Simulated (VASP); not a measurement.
# B (P6_3/mmc) in VASP: notebook, part 2 of 2

VASP 6.6.1. The steps go on from the part before.

## 4. Relaxation of cell and atoms, BLYP

This run uses another cell than the first one, of 6.55 Å³/atom.

Input file INCAR:

```
AGGAC = 1.0
AGGAX = 1.0
ALDAC = 0.0
ALDAX = 1.0
ALGO = Normal
EDIFF = 1E-6
EDIFFG = -0.01
ENCUT = 600
GGA = B5
IBRION = 2
ISIF = 3
ISMEAR = -1
LASPH = T
LCHARG = F
LREAL = F
LWAVE = F
NELM = 100
NSW = 80
PREC = Accurate
SIGMA = 0.1
```

Input file KPOINTS:

```
k-points
0
Gamma
  17 17 9
```

Input file POSCAR:

```
B
1.0
    2.1005919712      0.0000000000      0.0000000000
   -1.0502959856      1.8191660100      0.0000000000
    0.0000000000      0.0000000000      3.4302666889
B
2
Direct
    0.3333333333      0.6666666667      0.2500000000
    0.6666666667      0.3333333333      0.7500000000
```

Potentials or basis: VASP PAW PBE potentials, release 64 (B).

Launch:

```
cat potpaw_PBE.64/B/POTCAR > POTCAR
mpirun -np 1 vasp_std > vasp.out
```

OUTCAR:

```text
EDIFF = 1E-6
   EDIFFG = -0.01
   ENCUT = 600
   GGA = B5
   IBRION = 2
   ISIF = 3
   ISMEAR = -1
   LASPH = T
   LREAL = F
   NELM = 100
   NSW = 80
   PREC = Accurate

 ion  position               nearest neighbor table
   1  0.333  0.667  0.250-   2 2.10   2 2.10   2 2.10   2 2.10   2 2.10   2 2.10
   2  0.667  0.333  0.750-   1 2.10   1 2.10   1 2.10   1 2.10   1 2.10   1 2.10

  LATTYP: Found a hexagonal cell.
 ALAT       =     2.1005919712
 C/A-ratio  =     1.6330000000

  Lattice vectors:

 A1 = (   2.1005919712,   0.0000000000,   0.0000000000)
 A2 = (  -1.0502959856,   1.8191660100,   0.0000000000)
 A3 = (   0.0000000000,   0.0000000000,   3.4302666889)

Analysis of symmetry for initial positions (statically):
=====================================================================
 Subroutine PRICEL returns:
 Original cell was already a primitive cell.

 Routine SETGRP: Setting up the symmetry group for a
 hexagonal supercell.

[... 764 lines left out ...]
      2      -5.3837      2.00000
      3       3.3216      2.00000
      4       6.9164      0.00004
      5      13.5403      0.00000
      6      15.2626      0.00000
      7      15.3713      0.00000

 [... further k-points ...]

[... ionic steps 4 to 24 ...]

--------------------------------------- Ionic step       25  -------------------------------------------

 number of electron       6.0000001 magnetization

------------------------ aborting loop because EDIFF is reached ----------------------------------------
[... 67 lines left out ...]
--------------------------------------- Ionic step       27  -------------------------------------------

 number of electron       6.0000001 magnetization

 Free energy of the ion-electron system (eV)
  ---------------------------------------------------
  ext. energy  EPLUGINS =         0.00000000
  ---------------------------------------------------
  free energy    TOTEN  =       -10.47743589 eV

  energy without entropy =      -10.46280775  energy(sigma->0) =      -10.47012182

 E-fermi :   7.0004     XC(G=0): -10.3464

 val. band max:        6.9563591146   @ k =   0.1765   0.1765   0.2222
 cond. band min:       7.0361165671   @ k =   0.3529   0.0000   0.4444
 fundamental gap:      0.0797574525
 Fermi energy:         7.0004402603
[... 269 lines left out ...]
  FREE ENERGIE OF THE ION-ELECTRON SYSTEM (eV)
  ---------------------------------------------------
  free  energy   TOTEN  =       -10.4774358909 eV

  energy  without entropy=      -10.4628077501  energy(sigma->0) =      -10.47012182

 reached required accuracy - stopping structural energy minimisation
```

OSZICAR:

```text
N       E                     dE             d eps       ncg     rms          rms(c)
DAV:   1     0.405913730606E+01    0.40591E+01   -0.34882E+03  2324   0.871E+02
DAV:   2    -0.824672167240E+01   -0.12306E+02   -0.11864E+02  3395   0.999E+01
DAV:   3    -0.834054422435E+01   -0.93823E-01   -0.92863E-01  2597   0.951E+00
DAV:   4    -0.834067828750E+01   -0.13406E-03   -0.13391E-03  4116   0.219E-01
[... 198 lines left out ...]
DAV:   4    -0.104774290521E+02    0.71655E-07   -0.69710E-08  1274   0.258E-03
  26 F= -.10477429E+02 E0= -.10470109E+02  d E =-.932370E-04
       N       E                     dE             d eps       ncg     rms          rms(c)
DAV:   1    -0.104774373648E+02   -0.82411E-05   -0.77348E-05  2681   0.107E-01    0.579E-03
DAV:   2    -0.104774363473E+02    0.10175E-05   -0.77370E-07  2520   0.665E-03    0.322E-03
DAV:   3    -0.104774358909E+02    0.45645E-06   -0.79132E-07  1904   0.581E-03
  27 F= -.10477436E+02 E0= -.10470122E+02  d E =-.100076E-03
```

Wall time 6.4 min (1 thread of Intel Xeon 8259CL, shared host); peak memory 0.13 GiB.

Results:

- Free energy: -10.4774 eV
- Relaxed volume: 8.00 Å³/atom
- Relaxed cell: a = 1.715 Å, b = 1.715 Å, c = 6.282 Å, α = 90.00°, β = 90.00°, γ = 120.00°
- Space group after relaxing (to 0.1 Å): P6_3/mmc (No. 194)
- Energy gained by relaxing: 1070.7 meV/atom
- Ionic steps: 27
- Pressure after relaxing: 0.0 GPa
- Band gap on the k mesh: zero (bands 3 and 4 overlap by 9.87 eV)

The path:
```tsv
step	energy change (eV)	largest force (eV/Å)	pressure (GPa)	volume (Å³)
1	0.0000	0.0000	-10.46	13.11
2	-0.0719	0.0000	1.37	12.31
3	-0.0903	0.0000	10.79	11.86
4	-0.1437	0.0000	14.34	11.75
5	-0.3084	0.0000	28.42	11.40
6	-0.3853	0.0000	75.57	10.55
7	-0.3975	0.0000	76.48	10.55
8	-0.4309	0.0000	79.51	10.56
9	-0.4831	0.0000	86.59	10.56
10	-0.5968	0.0000	104.76	10.49
11	0.1957	0.0000	190.82	10.15
12	-0.5936	0.0000	116.72	10.45
13	-0.7847	0.0000	112.89	10.73
14	-1.0563	0.0000	107.37	11.53
15	-1.3959	0.0000	82.32	12.11
16	-1.9947	0.0000	26.88	13.96
17	-1.8425	0.0000	-26.77	18.21
18	-2.1061	0.0000	-4.16	15.73
19	-2.1097	0.0000	-0.47	15.46
20	-2.1096	0.0000	0.81	15.38
21	-2.1172	0.0000	0.76	15.45
22	-2.1335	0.0000	0.69	15.66
23	-2.1400	0.0000	0.73	16.08
24	-2.1413	0.0000	0.68	15.96
25	-2.1413	0.0000	0.67	15.95
26	-2.1414	0.0000	0.18	15.99
27	-2.1414	0.0000	0.00	16.00
```

Final structure:
```
B
1.0
     1.71486    0.00000    0.00000
    -0.85743    1.48512    0.00000
     0.00000    0.00000    6.28248
B
2
Direct
  0.33333 0.66667 0.25000
  0.66667 0.33333 0.75000
```

Levels at points of the mesh, in eV from the Fermi level:
| k point | band 1 | band 2 | band 3 | band 4 | band 5 | band 6 | band 7 |
| --- | --- | --- | --- | --- | --- | --- | --- |
| (0.00, 0.00, 0.00) | -17.28 | -16.40 | -9.08 | -5.30 | 3.98 | 14.08 | 20.12 |

Caveat: the volume moved by over 15 % at a fixed basis, so the end points are rough; the PAW data sets were made with another functional, which shifts forces and pressure a little; this functional lacks dispersion, which binds the layers, so the pressure and a relaxed spacing across them are unreliable.

## 5. Overview

| task | cell | k mesh | cutoff (eV) | gap on the mesh (eV) | pressure (GPa) |
| --- | --- | --- | --- | --- | --- |
| single point | a = 1.670, b = 1.670, c = 10.362 Å, angles 90.0, 90.0, 120.0°, 2 atoms | 23 × 23 × 4 | 520 | none | 10.5 |
| single point | a = 1.717, b = 1.717, c = 10.654 Å, angles 90.0, 90.0, 120.0°, 2 atoms | 17 × 17 × 9 | 520 | none | -0.1 |
| relaxation of cell and atoms | relaxed from a = 2.101, b = 2.101, c = 3.430 Å, angles 90.0, 90.0, 120.0°, 2 atoms | 17 × 17 × 9 | 600 | none | 0.0 |

Alike in all rows: level BLYP; potentials or basis VASP PAW PBE potentials, release 64 (B); no spin polarisation; smearing fermi-dirac 0.1 eV.

Caveats: the PAW data sets were made with another functional, which shifts forces and pressure a little; this functional lacks dispersion, which binds the layers, so the pressure and a relaxed spacing across them are unreliable; the cell stands under pressure (at least some runs); the volume moved by over 15 % at a fixed basis, so the end points are rough (at least some runs).

Absolute energies hang on the potentials; compare differences alone.
